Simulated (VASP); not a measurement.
Wanted: the native input for a VASP 6.6.1 run.

```
Task                   : single point
Functional             : PBE
Potentials or basis    : VASP PAW PBE potentials, release 64 (Zr_sv, F)
Cutoff                 : 520 eV
k mesh                 : 6 × 6 × 6
Occupations            : gaussian, width 0.1 eV
Spin                   : no spin polarisation
Dipole correction      : no
Further INCAR settings : ALGO = Normal; EDIFF = 1e-06; NBANDS = 16
```

The structure of ZrF lies in POSCAR:

```
ZrF
1.0
    2.9377889700      0.0000000000      0.0000000000
    0.0000000000      2.9377889700      0.0000000000
    0.0000000000      0.0000000000      2.9601260500
Zr F
1 1
Direct
    0.5000000000      0.5000000000      0.5000000000
    0.0000000000      0.0000000000      0.0000000000
```

The input as run:

INCAR

```
SYSTEM = ZrF
PREC     = Accurate       ! precision mode
ENCUT    = 520            ! plane-wave cutoff, eV
EDIFF    = 1E-6           ! SCF threshold, eV
ISMEAR   = 0              ! smearing method
SIGMA    = 0.1            ! smearing width, eV
LREAL    = .FALSE.        ! projectors in reciprocal space
LASPH    = .TRUE.         ! aspherical terms in the spheres
NELM     = 100            ! most SCF steps
ALGO     = Normal         ! electronic algorithm
ISIF     = 2              ! what is computed and relaxed
LWAVE    = .FALSE.        ! write WAVECAR
LCHARG   = .FALSE.        ! write CHGCAR
GGA      = PE             ! functional
NBANDS   = 16             ! bands
```

KPOINTS

```
regular mesh
0
G
  6 6 6
  0 0 0
```

Potentials or basis: VASP PAW PBE potentials, release 64 (Zr_sv, F).

The run is started by

```console
$ cat potpaw_PBE.64/Zr_sv/POTCAR potpaw_PBE.64/F/POTCAR > POTCAR
$ mpirun -np 1 vasp_std > vasp.out
```

Results of the run:

- Pressure: 20.9 GPa

Caveat: an odd number of electrons without spin polarisation forces a metal; a magnetic or distorted state may lie lower.

Run time: 26 s on 1 thread of AMD EPYC 7R13, with other jobs on the host, peak memory 0.12 GiB.
